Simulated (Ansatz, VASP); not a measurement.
**BAs in VASP and in Ansatz**

Contents of INCAR:

```
  PREC = Accurate
  ENCUT = 520
  EDIFF = 1E-6
  ISMEAR = 0
  SIGMA = 0.05
  LREAL = False
  LASPH = True
  NELM = 80
  ALGO = Normal
  ISIF = 2
  LWAVE = False
  LCHARG = True
  GGA = PE
  LELF = True
  LVHAR = True
  NBANDS = 11
```

KPOINTS

```
regular mesh
0
Gamma
  10 10 10
```

POSCAR

```
BAs
1.0
    0.0000000000      2.2120582687      2.5967640545
    2.2120582687      0.0000000000      2.5967640545
    2.2120582687      2.2120582687      0.0000000000
B As
1 1
Direct
    0.0000000000      0.0000000000      0.0000000000
    0.7500000000      0.7500000000      0.7500000000
```

Input for Ansatz:

```yaml
crystal:
  lattice:
    - [0.0, 2.2120582687, 2.5967640545]
    - [2.2120582687, 0.0, 2.5967640545]
    - [2.2120582687, 2.2120582687, 0.0]
  atoms:
    - { symbol: B, position: [0.0, 0.0, 0.0] }
    - { symbol: As, position: [0.75, 0.75, 0.75] }
basis:
  ecutwfc: 420
kpoints:
  mp_grid: { grid: [10, 10, 10] }
hamiltonian:
  xc: pbe
scf:
  occupations: { method: gaussian, width: 0.05 }
output:
  forces: true
  stress: true
  eigenvalues: true
```

Change from the starting cell: strain -0.080 along x and y, +0.080 along z, atoms carried along.

Alike in both runs: task single point; functional PBE; k mesh 10 × 10 × 10; occupations gaussian, width 0.05 eV; no spin polarisation.

|  | VASP | Ansatz |
| --- | --- | --- |
| version | VASP 6.6.1 | Ansatz 0.2.0 |
| potentials or method | VASP PAW PBE potentials, release 64 (B, As), cutoff 520 eV | scalar-relativistic, plane waves, PAW |
| valence electrons in the cell | 8 | 18 |

VASP gave:

* gap on the k mesh at the Fermi level (eV): none
* pressure (GPa): 14.9
* traceless stress, the component that is largest in VASP (GPa): -28.74

Question: Which values does Ansatz return?

Answer: gap on the k mesh at the Fermi level (eV): none; pressure (GPa): 14.0; traceless stress, the component that is largest in VASP (GPa): -28.89.

A gap of «none» marks a metal or a gap that the smearing closes. VASP's potentials hold 8 valence electrons a cell and Ansatz's 18, so a difference there can come from the potentials and not from the codes.
